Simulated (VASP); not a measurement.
**Sr6Te: single point with PBE**

Crystal: Sr6Te.

```
Sr Te
1.0
    10.09173    0.00000    0.00000
     0.00000   10.09173    0.00000
     0.00000    0.00000   10.09173
Sr Te
6 1
Direct
  0.79473 0.50000 0.50000
  0.20527 0.50000 0.50000
  0.50000 0.50000 0.79473
  0.50000 0.50000 0.20527
  0.50000 0.20527 0.50000
  0.50000 0.79473 0.50000
  0.00000 0.00000 0.00000
```

The cell was built from a structure type or drawn by symmetry, and may not be a known phase.

| Quantity | Value |
| --- | --- |
| Program | VASP 6.6.1 |
| Task | single point |
| Functional | PBE |
| Potentials or basis | VASP PAW PBE potentials, release 64 (Sr_sv, Te) |
| Cutoff | 520 eV |
| k mesh | 4 × 4 × 4 |
| Occupations | gaussian, width 0.1 eV |
| Spin | no spin polarisation |

* Pressure: 0.0 GPa
* Largest force: 0.019 eV/Å
* Band gap on the k mesh: zero (bands 33 and 34 overlap by 0.35 eV)

Forces in eV/Å, atoms in the order of the input:
```
Sr  -0.019  0.000  0.000
Sr   0.019  0.000  0.000
Sr   0.000  0.000 -0.019
Sr   0.000  0.000  0.019
Sr   0.000  0.019  0.000
Sr   0.000 -0.019  0.000
Te   0.000  0.000  0.000
```

Levels at points of the mesh, in eV from the Fermi level:
```
           k point  band 30  band 31  band 32  band 33  band 34  band 35  band 36  band 37
(0.00, 0.00, 0.00)    -0.77    -0.77    -0.07    -0.07    -0.07    -0.07     0.36     0.36
(0.50, 0.00, 0.00)    -0.75    -0.22    -0.08    -0.08     0.02     0.18     0.35     0.35
(0.50, 0.50, 0.00)    -0.40    -0.07    -0.07    -0.07     0.19     0.29     0.37     0.37
(0.50, 0.50, 0.50)    -0.11    -0.11    -0.11     0.27     0.36     0.36     0.36     0.57
```

It took 24 min on 1 thread of Intel(R) Xeon(R) 6975P-C (Granite Rapids) (shared host), peak memory 1.1 GiB.

Caveat: semilocal functionals underestimate gaps, so a narrow gap can read as zero; spin-orbit coupling is left out, which moves the levels of the heavy elements.
